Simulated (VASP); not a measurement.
## N: single point with r2SCAN

N:

```
N
1.0
     5.44606    0.00000    0.00000
     0.00000    5.44606    0.00000
     0.00000    0.00000    5.44606
N
4
Direct
  0.00037 0.00037 0.00037
  0.49963 0.99963 0.50037
  0.50037 0.49963 0.99963
  0.99963 0.50037 0.49963
```

This cell differs from its parent crystal: volume scaled by 0.94, then relaxed in part.

```json
{
  "Program": "VASP 6.6.1",
  "Task": "single point",
  "Functional": "r2SCAN",
  "Potentials or basis": "VASP PAW PBE potentials, release 64 (N)",
  "Cutoff": "520 eV",
  "k mesh": "4 × 4 × 4",
  "Occupations": "gaussian, width 0.02 eV",
  "Spin": "collinear spin, ferromagnetic start",
  "Starting moments": "[3.23, 3.23, 3.23, 3.23] μB"
}
```

```
Pressure                                              : -0.1 GPa
Band gap on the k mesh                                : 4.41 eV
Net moment                                            : 12.00 μB per cell
Site moments                                          : N +1.99 μB
Valence electrons inside the program's atomic spheres : N 3.30
```

Levels at points of the mesh, in eV from the valence-band top:
Spin up:
```csv
k point,band 12,band 13,band 14,band 15,band 16,band 17,band 18,band 19,band 20,band 21
"(0.00, 0.00, 0.00)",-0.25,-0.25,0.00,0.00,0.00,8.10,11.92,11.92,11.92,13.36
"(0.50, 0.00, 0.00)",-0.28,-0.13,-0.13,-0.13,-0.13,9.60,9.60,12.57,12.57,13.71
"(0.50, 0.50, 0.00)",-0.31,-0.09,-0.09,-0.09,-0.09,10.84,10.84,10.84,10.84,14.34
"(0.50, 0.50, 0.50)",-0.08,-0.08,-0.08,-0.08,-0.08,11.82,11.82,11.82,11.82,11.92
```
Spin down:
```csv
k point,band 2,band 3,band 4,band 5,band 6,band 7
"(0.00, 0.00, 0.00)",-6.54,-6.54,-6.54,4.62,4.62,4.62
"(0.50, 0.00, 0.00)",-6.74,-6.54,-6.54,5.07,5.07,5.07
"(0.50, 0.50, 0.00)",-6.64,-6.64,-6.64,4.83,4.83,4.84
"(0.50, 0.50, 0.50)",-6.64,-6.64,-6.64,4.41,4.41,4.41
```

Run time: 6.3 min on 1 thread of Oxide Virtual Turin-like Processor (shared host), peak memory 0.32 GiB.

Caveat: the PAW data sets were made with another functional, which shifts forces and pressure a little. A k mesh can miss the band edges.
